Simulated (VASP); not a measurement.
## C: relaxation of the atoms with PBEsol

C:

```xyz
4
Lattice="2.5237 0.0000 0.0000 -1.2619 2.1856 0.0000 0.0000 0.0000 4.2604" Properties=species:S:1:pos:R:3 pbc="T T T"
C     0.0000    1.4571   -0.0015
C     1.2619    0.7285    2.1287
C     0.0000    1.4571    1.5949
C     1.2619    0.7285    3.7251
```

This cell differs from its parent crystal: strained cell.

- Program: VASP 6.6.1
- Task: relaxation of the atoms
- Functional: PBEsol
- Potentials or basis: VASP PAW PBE potentials, release 64 (C)
- Cutoff: 520 eV
- k mesh: 9 × 9 × 6
- Occupations: gaussian, width 0.02 eV
- Spin: no spin polarisation
- Dipole correction: no
- Further INCAR settings: ALGO = Normal; EDIFF = 1e-07; IBRION = 2; EDIFFG = -0.002; NSW = 60

The energy gained by relaxing is 0.0 meV/atom, the ionic steps are 3 and the pressure after relaxing is -17.1 GPa. The band gap on the k mesh is 3.21 eV (least direct gap 4.81 eV).

Stress tensor (GPa, compression positive):
```
-11.64   0.00   0.00
  0.00 -11.64   0.00
  0.00   0.00 -28.09
```

Final structure:
```cif
data_structure
_symmetry_space_group_name_H-M 'P 1'
_symmetry_Int_Tables_number 1
_cell_length_a 2.5237
_cell_length_b 2.5237
_cell_length_c 4.2604
_cell_angle_alpha 90.000
_cell_angle_beta 90.000
_cell_angle_gamma 120.000
_cell_volume 23.50
loop_
_atom_site_label
_atom_site_type_symbol
_atom_site_fract_x
_atom_site_fract_y
_atom_site_fract_z
_atom_site_occupancy
C1 C 0.33333 0.66667 0.99958 1
C2 C 0.66667 0.33333 0.49958 1
C3 C 0.33333 0.66667 0.37442 1
C4 C 0.66667 0.33333 0.87442 1
```

Levels at points of the mesh, in eV from the valence-band top:
| k point | band 4 | band 5 | band 6 | band 7 | band 8 | band 9 | band 10 | band 11 | band 12 |
| --- | --- | --- | --- | --- | --- | --- | --- | --- | --- |
| (0.00, 0.00, 0.00) | -2.84 | -2.84 | -0.42 | 0.00 | 0.00 | 4.81 | 5.04 | 5.04 | 8.06 |
| (0.00, 0.00, 0.50) | -7.01 | -1.69 | -1.69 | -1.69 | -1.69 | 7.17 | 7.17 | 7.17 | 7.17 |

Run time: 16 s on 1 thread of Intel Xeon 8259CL, with other jobs on the host, peak memory 0.13 GiB.

Caveat: the cell differs from its parent crystal (strained cell); the PAW data sets were made with another functional, which shifts forces and pressure a little. A k mesh can miss the band edges.
